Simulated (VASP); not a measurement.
# TaN (P6_3mc) in VASP: further runs

TaN is run at these levels: r2SCAN; tasks: single point.

Everything below comes from runs of VASP 6.6.1. Logs are shortened: lines on timing, memory, paths and dates and some standing lists are left out, and cuts for length are marked.

### Step 1. The cell of the first run

It takes space group P6_3mc (No. 186, hexagonal). Conventional cell: a = 3.134 Å, b = 3.134 Å, c = 6.089 Å, α = 90.00°, β = 90.00°, γ = 120.00°. Within 2.6 Å of Ta (site symmetry 3m) lie 4 N at 1.96 to 2.11 Å. N (site symmetry 3m) has 4 Ta at 1.96 to 2.11 Å within 2.6 Å.

### Step 2. Single point, r2SCAN

Input file POSCAR:

```
TaN
1.0
    3.1338393787      0.0000000000      0.0000000000
   -1.5669196894      2.7139845133      0.0000000000
    0.0000000000      0.0000000000      6.0892219066
Ta N
2 2
Direct
    0.3333333333      0.6666666667      0.0313700747
    0.6666666667      0.3333333333      0.5313700747
    0.3333333333      0.6666666667      0.3536299253
    0.6666666667      0.3333333333      0.8536299253
```

Input file INCAR.step1:

```
SYSTEM = TaN
  ALGO = Normal
  EDIFF = 1E-4
  ENCUT = 520
  GGA = PE
  ISMEAR = 0
  LASPH = .TRUE.
  LCHARG = .FALSE.
  LREAL = .FALSE.
  LWAVE = .TRUE.
  NBANDS = 24
  NELM = 60
  PREC = Accurate
  SIGMA = 0.01
```

Input file INCAR.step2:

```
SYSTEM = TaN
  ALGO = Normal
  EDIFF = 1E-6
  ENCUT = 520
  ISIF = 2
  ISMEAR = 0
  ISTART = 1
  LASPH = .TRUE.
  LCHARG = .FALSE.
  LMIXTAU = .TRUE.
  LREAL = .FALSE.
  LWAVE = .FALSE.
  METAGGA = R2SCAN
  NBANDS = 24
  NELM = 60
  PREC = Accurate
  SIGMA = 0.01
```

Input file KPOINTS:

```
k-points
0
G
  12 12 6
  0 0 0
```

Potentials or basis: VASP PAW PBE potentials, release 64 (Ta_pv, N).

Started as:

```
cat potpaw_PBE.64/Ta_pv/POTCAR potpaw_PBE.64/N/POTCAR > POTCAR
cp INCAR.step1 INCAR
mpirun -np 1 vasp_std > vasp.out
cp INCAR.step2 INCAR
mpirun -np 1 vasp_std > vasp.out
```

OUTCAR:

```text
SYSTEM = TaN
   EDIFF = 1E-6
   ENCUT = 520
   ISIF = 2
   ISMEAR = 0
   ISTART = 1
   LASPH = .TRUE.
   LREAL = .FALSE.
   METAGGA = R2SCAN
   NELM = 60
   PREC = Accurate

 ion  position               nearest neighbor table
   1  0.333  0.667  0.031-   3 1.96   4 2.11   4 2.11   4 2.11   2 3.54   2 3.54   2 3.54   2 3.54
                             2 3.54   2 3.54
   2  0.667  0.333  0.531-   4 1.96   3 2.11   3 2.11   3 2.11   1 3.54   1 3.54   1 3.54   1 3.54
                             1 3.54   1 3.54
   3  0.333  0.667  0.354-   1 1.96   2 2.11   2 2.11   2 2.11
   4  0.667  0.333  0.854-   2 1.96   1 2.11   1 2.11   1 2.11

  LATTYP: Found a hexagonal cell.
 ALAT       =     3.1338393787
 C/A-ratio  =     1.9430548828

  Lattice vectors:

 A1 = (   3.1338393787,   0.0000000000,   0.0000000000)
 A2 = (  -1.5669196894,   2.7139845133,   0.0000000000)
 A3 = (   0.0000000000,   0.0000000000,   6.0892219066)

Analysis of symmetry for initial positions (statically):
=====================================================================
 Subroutine PRICEL returns:
 Original cell was already a primitive cell.

 Routine SETGRP: Setting up the symmetry group for a
 hexagonal supercell.

 Subroutine GETGRP returns: Found 12 space group operations
 (whereof  6 operations were pure point group operations)
 out of a pool of 24 trial point group operations.

The static configuration has the point symmetry C_3v.
 The point group associated with its full space group is C_6v.

Analysis of symmetry for dynamics (positions and initial velocities):
=====================================================================
 Subroutine PRICEL returns:
 Original cell was already a primitive cell.

 Routine SETGRP: Setting up the symmetry group for a
 hexagonal supercell.

 Subroutine GETGRP returns: Found 12 space group operations
 (whereof  6 operations were pure point group operations)
 out of a pool of 24 trial point group operations.

The dynamic configuration has the point symmetry C_3v.
 The point group associated with its full space group is C_6v.

 Subroutine INISYM returns: Found 12 space group operations
 (whereof  6 operations are pure point group operations),
 and found     1 'primitive' translations

----------------------------------------------------------------------------------------

                                     Primitive cell

  volume of cell :      51.7900

  direct lattice vectors                    reciprocal lattice vectors
     3.133839379  0.000000000  0.000000000     0.319097401  0.184230970  0.000000000
    -1.566919689  2.713984513  0.000000000     0.000000000  0.368461940  0.000000000
     0.000000000  0.000000000  6.089221907     0.000000000  0.000000000  0.164224595

  length of vectors
     3.133839379  3.133839379  6.089221907     0.368461940  0.368461940  0.164224595

  position of ions in fractional coordinates (direct lattice)
     0.333333333  0.666666667  0.031370075
     0.666666667  0.333333333  0.531370075
     0.333333333  0.666666667  0.353629925
     0.666666667  0.333333333  0.853629925

  ion indices of the primitive-cell ions
   primitive index   ion index
                 1           1
                 2           2
                 3           3
                 4           4

----------------------------------------------------------------------------------------

 KPOINTS: k-points

Automatic generation of k-mesh.
 Grid dimensions read from file:
 generate k-points for:   12   12    6

 Generating k-lattice:

  Cartesian coordinates                     Fractional coordinates (reciprocal lattice)
     0.026591450  0.015352581  0.000000000     0.083333333  0.000000000  0.000000000
     0.000000000  0.030705162  0.000000000     0.000000000  0.083333333  0.000000000
     0.000000000  0.000000000  0.027370766     0.000000000  0.000000000  0.166666667

  Length of vectors
     0.030705162  0.030705162  0.027370766

  Shift w.r.t. Gamma in fractional coordinates (k-lattice)
     0.000000000  0.000000000  0.000000000

 Subroutine IBZKPT returns following result:
 ===========================================

 Found     76 irreducible k-points:

 Following reciprocal coordinates:
            Coordinates               Weight
  0.000000  0.000000  0.000000      1.000000
  0.083333  0.000000  0.000000      6.000000
  0.166667  0.000000  0.000000      6.000000
  0.250000  0.000000  0.000000      6.000000
  0.333333  0.000000  0.000000      6.000000
  0.416667  0.000000  0.000000      6.000000
[... 16 lines left out ...]
  0.250000  0.000000  0.166667     12.000000
  0.333333  0.000000  0.166667     12.000000
 [... further k-points ...]
   k-points           NKPTS =     76   k-points in BZ     NKDIM =     76   number of bands    NBANDS=     24
   number of dos      NEDOS =    301   number of ions     NIONS =      4
   total plane-waves  NPLWV =  27648
   dimension x,y,z NGX =    24 NGY =   24 NGZ =   48
   dimension x,y,z NGXF=    48 NGYF=   48 NGZF=   96
   ions per type =               2   2
   NGX,Y,Z   is equivalent  to a cutoff of  12.73, 12.73, 13.10 a.u.
   NGXF,Y,Z  is equivalent  to a cutoff of  25.46, 25.46, 26.21 a.u.
 SYSTEM =  TaN
   PREC   = accura    normal or accurate (medium, high low for compatibility)
   ISTART =      1    job   : 0-new  1-cont  2-samecut
   ICHARG =      0    charge: 1-file 2-atom 10-const
   ISPIN  =      1    spin polarized calculation?
   LNONCOLLINEAR =      F non collinear calculations
   LSORBIT =      F    spin-orbit coupling
   LASPH  =      T    aspherical Exc in radial PAW
   ENCUT  =  520.0 eV  38.22 Ry    6.18 a.u.   5.83  5.83 11.32*2*pi/ulx,y,z
   NELM   =     60;   NELMIN=  2; NELMDL=  0     # of ELM steps
   EDIFF  = 0.1E-05   stopping-criterion for ELM
   LREAL  =      F    real-space projection
   EDIFFG = 0.1E-04   stopping-criterion for IOM
   NSW    =      0    number of steps for IOM
   IBRION =     -1    ionic relax: 0-MD 1-quasi-New 2-CG
   NFREE  =      0    steps in history (QN), initial steepest desc. (CG)
   ISIF   =      2    stress and relaxation
   ISYM   =      2    0-nonsym 1-usesym 2-fastsym
   POTIM  = 0.5000    time-step for ionic-motion
   TEBEG  =    0.0;   TEEND  =   0.0 temperature during run
   PSTRESS=    0.0 pullay stress
   NELECT =      32.0000    total number of electrons
   NUPDOWN=      -1.0000    fix difference up-down
   EMIN   =  10.00;   EMAX   =-10.00  energy-range for DOS
   EFERMI =   0.00;   METHOD = LEGACY
   ISMEAR =     0;   SIGMA  =   0.01  broadening in eV -4-tet -1-fermi 0-gaus
   EFERMI_NEDOS =   21; number of points for ismear=-14 and -15
   IALGO  =     38    algorithm
   IMIX   =      4    mixing-type and parameters
     AMIX     =   0.40;   BMIX     =  1.00
     AMIX_MAG =   1.60;   BMIX_MAG =  1.00
  volume/ion in A,a.u.               =      12.95        87.37
  Fermi-wavevector in a.u.,A,eV,Ry     =   1.394364  2.634966 26.453144  1.944251
  Thomas-Fermi vector in A             =   2.517920
   LORBIT       =      0    0 simple, 1 ext, 2 COOP (PROOUT), +10 PAW based schemes
   METAGGA = R2SCAN    functional components
   LHFCALC =     F    Hartree Fock is set to
   AEXX    =    0.0000 exact exchange contribution
   IVDW    =     0    specifies the selected vdW correction
   LEPSILON=     F    determine dielectric tensor
   LRPA    =     F    only Hartree local field effects (RPA)
 non-spin polarized calculation
 Gauss-broadening in eV      SIGMA  =   0.01
  energy-cutoff  :      520.00
  volume of cell :       51.79
 maximum number of plane-waves:      1414
 NGX is ok and might be reduce to    24
   NGX = 11   NGY = 11   NGZ = 23

 number of electron      31.9999994 magnetization

 Free energy of the ion-electron system (eV)
  ---------------------------------------------------
  ext. energy  EPLUGINS =         0.00000000
  ---------------------------------------------------
  free energy    TOTEN  =      -119.10677528 eV

  energy without entropy =     -119.10670385  energy(sigma->0) =     -119.10673957

 E-fermi :   6.6039     XC(G=0): -13.0433

 val. band max:        6.6008065954   @ k =   0.3333   0.2500   0.0000
 cond. band min:       6.6365673874   @ k =   0.0833   0.0000   0.1667
 fundamental gap:      0.0357607920
 Fermi energy:         6.6038524062

 k-point     1 :       0.0000    0.0000    0.0000
  band No.  band energies     occupation
      1     -30.4004      2.00000
      2     -30.0323      2.00000
      3     -29.7607      2.00000
      4     -29.7607      2.00000
      5     -29.7303      2.00000
      6     -29.7303      2.00000
[... 16 lines left out ...]
     23      12.1600      0.00000
     24      13.4162      0.00000

 k-point     2 :       0.0833    0.0000    0.0000
  band No.  band energies     occupation
      1     -30.3890      2.00000
      2     -30.0314      2.00000
      3     -29.8006      2.00000
      4     -29.7720      2.00000
      5     -29.7705      2.00000
      6     -29.7386      2.00000
[... 16 lines left out ...]
     23      12.6360      0.00000
     24      13.0719      0.00000

 k-point     3 :       0.1667    0.0000    0.0000
  band No.  band energies     occupation
      1     -30.3573      2.00000
      2     -30.0299      2.00000
      3     -29.9083      2.00000
      4     -29.8837      2.00000
      5     -29.7970      2.00000
      6     -29.7612      2.00000
[... 16 lines left out ...]
     23      12.6746      0.00000
     24      13.7967      0.00000
[... 514 lines left out ...]
 k-point    23 :       0.2500    0.0000    0.1667
  band No.  band energies     occupation
      1     -30.2987      2.00000
      2     -30.0778      2.00000
      3     -30.0426      2.00000
      4     -30.0080      2.00000
      5     -29.8300      2.00000
      6     -29.7949      2.00000
[... 16 lines left out ...]
     23      12.2929      0.00000
     24      13.7598      0.00000

 k-point    24 :       0.3333    0.0000    0.1667
  band No.  band energies     occupation
      1     -30.2810      2.00000
      2     -30.1947      2.00000
      3     -30.1514      2.00000
      4     -30.0392      2.00000
      5     -29.8649      2.00000
      6     -29.8262      2.00000
[... 16 lines left out ...]
     23      12.5604      0.00000
     24      13.3438      0.00000

 [... further k-points ...]
[... 5 lines left out ...]
  --------------------------------------------------------------------------------------
  -------------------------------------------------------------------------------------
  Total        0.2933890      0.2933890      0.5588357     -0.0000000      0.0000000      0.0000000
  in kB        9.0762917      9.0762917     17.2881606     -0.0000000      0.0000000      0.0000000
  external PRESSURE =      11.8135814 kB  Pullay stress =       0.0000000 kB

 VOLUME and BASIS-vectors are now :
 -----------------------------------------------------------------------------
  energy-cutoff  :      520.00
  volume of cell :       51.79
      direct lattice vectors                 reciprocal lattice vectors
     3.133839379  0.000000000  0.000000000     0.319097401  0.184230970  0.000000000
    -1.566919689  2.713984513  0.000000000     0.000000000  0.368461940  0.000000000
     0.000000000  0.000000000  6.089221907     0.000000000  0.000000000  0.164224595

 POSITION                                       TOTAL-FORCE (eV/Angst)
 -----------------------------------------------------------------------------------
     -0.00000      1.80932      0.19102         0.000000     -0.000000     -0.039981
      1.56692      0.90466      3.23563        -0.000000     -0.000000     -0.039981
     -0.00000      1.80932      2.15333         0.000000     -0.000000      0.039981
      1.56692      0.90466      5.19794        -0.000000      0.000000      0.039981
 -----------------------------------------------------------------------------------
    total drift:                               -0.000000      0.000000      0.000580

  FREE ENERGIE OF THE ION-ELECTRON SYSTEM (eV)
  ---------------------------------------------------
  free  energy   TOTEN  =      -119.1067752788 eV

  energy  without entropy=     -119.1067038531  energy(sigma->0) =     -119.10673957
```

It took 3.2 min on 1 thread of Intel Xeon Platinum 8375C at 2.90GHz (Ice Lake), shared host; peak memory 0.23 GiB.

Results:

```
Free energy            : -119.1068 eV
Pressure               : 1.2 GPa
Largest force          : 0.040 eV/Å
Band gap on the k mesh : zero (band 16 reaches 6.69 eV, above the bottom of band 17 at 6.50 eV)
```

Forces on the atoms (eV/Å):
```
Ta   0.000  0.000 -0.040
Ta   0.000  0.000 -0.040
N    0.000  0.000  0.040
N    0.000  0.000  0.040
```

Caveat: the PAW data sets were made with another functional, which shifts forces and pressure a little; spin-orbit coupling is left out, which moves the levels of the heavy elements.

### Step 3. Single point, r2SCAN

POSCAR is that of step 2.

Input file INCAR.step1:

```
SYSTEM = TaN
PREC = Accurate ; ENCUT = 520
ISMEAR = 0 ; SIGMA = 0.1
LREAL = .FALSE. ; LASPH = .TRUE.
NELM = 60 ; NBANDS = 24
GGA = PE ; ALGO = Normal
EDIFF = 1E-4 ; LWAVE = .TRUE.
LCHARG = .FALSE.
```

Input file INCAR.step2:

```
SYSTEM = TaN
PREC = Accurate ; ENCUT = 520
EDIFF = 1E-6 ; ISMEAR = 0
SIGMA = 0.1 ; LREAL = .FALSE.
LASPH = .TRUE. ; NELM = 60
ALGO = Normal ; ISIF = 2
LWAVE = .FALSE. ; LCHARG = .FALSE.
METAGGA = R2SCAN ; LMIXTAU = .TRUE.
NBANDS = 24 ; ISTART = 1
```

Input file KPOINTS:

```
Automatic mesh
0
G
  12 12 6
  0 0 0
```

Potentials or basis: VASP PAW PBE potentials, release 64 (Ta_pv, N).

Started as:

```
cat potpaw_PBE.64/Ta_pv/POTCAR potpaw_PBE.64/N/POTCAR > POTCAR
cp INCAR.step1 INCAR
mpirun -np 1 vasp_std > vasp.out
cp INCAR.step2 INCAR
mpirun -np 1 vasp_std > vasp.out
```

OUTCAR:

```text
SYSTEM = TaN
   PREC = Accurate
   ENCUT = 520
   EDIFF = 1E-6
   ISMEAR = 0
   LREAL = .FALSE.
   LASPH = .TRUE.
   NELM = 60
   ISIF = 2
   METAGGA = R2SCAN
   ISTART = 1

 ion  position               nearest neighbor table
   1  0.333  0.667  0.031-   3 1.96   4 2.11   4 2.11   4 2.11   2 3.54   2 3.54   2 3.54   2 3.54
                             2 3.54   2 3.54
   2  0.667  0.333  0.531-   4 1.96   3 2.11   3 2.11   3 2.11   1 3.54   1 3.54   1 3.54   1 3.54
                             1 3.54   1 3.54
   3  0.333  0.667  0.354-   1 1.96   2 2.11   2 2.11   2 2.11
   4  0.667  0.333  0.854-   2 1.96   1 2.11   1 2.11   1 2.11

  LATTYP: Found a hexagonal cell.
 ALAT       =     3.1338393787
 C/A-ratio  =     1.9430548828

  Lattice vectors:

 A1 = (   3.1338393787,   0.0000000000,   0.0000000000)
 A2 = (  -1.5669196894,   2.7139845133,   0.0000000000)
 A3 = (   0.0000000000,   0.0000000000,   6.0892219066)

Analysis of symmetry for initial positions (statically):
=====================================================================
 Subroutine PRICEL returns:
 Original cell was already a primitive cell.

[... 170 lines left out ...]
  ext. energy  EPLUGINS =         0.00000000
  ---------------------------------------------------
  free energy    TOTEN  =      -119.10876396 eV

  energy without entropy =     -119.10510158  energy(sigma->0) =     -119.10693277

 E-fermi :   6.5966     XC(G=0): -13.0429

 val. band max:        6.5731621287   @ k =   0.0833   0.0000   0.3333
 cond. band min:       6.6015922376   @ k =   0.3333   0.2500   0.0000
 fundamental gap:      0.0284301089
 Fermi energy:         6.5966482702

 k-point     1 :       0.0000    0.0000    0.0000
  band No.  band energies     occupation
      1     -30.3979      2.00000
      2     -30.0297      2.00000
      3     -29.7577      2.00000
      4     -29.7577      2.00000
      5     -29.7274      2.00000
      6     -29.7274      2.00000
[... 637 lines left out ...]
     23      12.5612      0.00000
     24      13.3448      0.00000

 [... further k-points ...]
[... 5 lines left out ...]
  --------------------------------------------------------------------------------------
  -------------------------------------------------------------------------------------
  Total        0.2943998      0.2943998      0.5329443     -0.0000000      0.0000000      0.0000000
  in kB        9.1075630      9.1075630     16.4871845     -0.0000000      0.0000000      0.0000000
  external PRESSURE =      11.5674368 kB  Pullay stress =       0.0000000 kB

 VOLUME and BASIS-vectors are now :
 -----------------------------------------------------------------------------
  energy-cutoff  :      520.00
  volume of cell :       51.79
      direct lattice vectors                 reciprocal lattice vectors
     3.133839379  0.000000000  0.000000000     0.319097401  0.184230970  0.000000000
    -1.566919689  2.713984513  0.000000000     0.000000000  0.368461940  0.000000000
     0.000000000  0.000000000  6.089221907     0.000000000  0.000000000  0.164224595

 POSITION                                       TOTAL-FORCE (eV/Angst)
 -----------------------------------------------------------------------------------
     -0.00000      1.80932      0.19102         0.000000     -0.000000     -0.045566
      1.56692      0.90466      3.23563        -0.000000      0.000000     -0.045566
     -0.00000      1.80932      2.15333         0.000000     -0.000000      0.045566
      1.56692      0.90466      5.19794        -0.000000      0.000000      0.045566
 -----------------------------------------------------------------------------------
    total drift:                               -0.000000      0.000000      0.000486

  FREE ENERGIE OF THE ION-ELECTRON SYSTEM (eV)
  ---------------------------------------------------
  free  energy   TOTEN  =      -119.1087639610 eV

  energy  without entropy=     -119.1051015754  energy(sigma->0) =     -119.10693277
```

OSZICAR.step1:

```text
N       E                     dE             d eps       ncg     rms          rms(c)
DAV:   1     0.270108347454E+03    0.27011E+03   -0.17539E+04  3648   0.137E+03
DAV:   2    -0.364727226304E+02   -0.30658E+03   -0.29258E+03  4400   0.398E+02
DAV:   3    -0.500442296845E+02   -0.13572E+02   -0.13392E+02  4544   0.817E+01
DAV:   4    -0.502080931185E+02   -0.16386E+00   -0.16367E+00  4184   0.958E+00
DAV:   5    -0.502106336574E+02   -0.25405E-02   -0.25375E-02  4728   0.100E+00    0.341E+01
DAV:   6    -0.437105434440E+02    0.65001E+01   -0.30422E+01  4448   0.357E+01    0.134E+01
DAV:   7    -0.434230167476E+02    0.28753E+00   -0.18042E+00  4336   0.903E+00    0.913E+00
DAV:   8    -0.433738803032E+02    0.49136E-01   -0.23468E-01  4560   0.381E+00    0.139E+00
DAV:   9    -0.433664675438E+02    0.74128E-02   -0.24273E-02  4416   0.965E-01    0.218E-01
DAV:  10    -0.433664362214E+02    0.31322E-04   -0.14708E-03  4552   0.335E-01    0.734E-02
DAV:  11    -0.433664149878E+02    0.21234E-04   -0.11027E-04  2872   0.808E-02
   1 F= -.43366415E+02 E0= -.43364419E+02  d E =-.399185E-02
```

It took 3.1 min on 1 thread of Intel Xeon Platinum 8375C at 2.90GHz (Ice Lake), shared host; peak memory 0.23 GiB.

Results:

```yaml
Free_energy: -119.1088 eV
Pressure: 1.2 GPa
Largest_force: 0.046 eV/Å
Band_gap_on_the_k_mesh: zero (band 16 reaches 6.69 eV, above the bottom of band 17 at 6.50 eV)
```

Forces in eV/Å, atoms in the order of the input:
```
Ta   0.000  0.000 -0.046
Ta   0.000  0.000 -0.046
N    0.000  0.000  0.046
N    0.000  0.000  0.046
```

Levels at points of the mesh, in eV from the Fermi level:
```tsv
k point	band 12	band 13	band 14	band 15	band 16	band 17	band 18	band 19	band 20	band 21
(0.00, 0.00, 0.00)	-5.71	-4.78	-4.78	-0.88	-0.85	0.20	0.20	2.37	2.37	2.81
(0.50, 0.00, 0.00)	-5.95	-5.14	-3.96	-2.43	-0.66	1.20	2.38	2.80	3.62	4.07
(0.00, 0.00, 0.50)	-5.30	-5.30	-5.30	0.09	0.09	1.05	1.05	1.05	1.05	4.84
(0.50, 0.00, 0.50)	-5.87	-5.10	-5.10	-1.07	-1.07	1.61	1.61	3.52	3.52	4.81
```

Caveat: the PAW data sets were made with another functional, which shifts forces and pressure a little; spin-orbit coupling is left out, which moves the levels of the heavy elements.
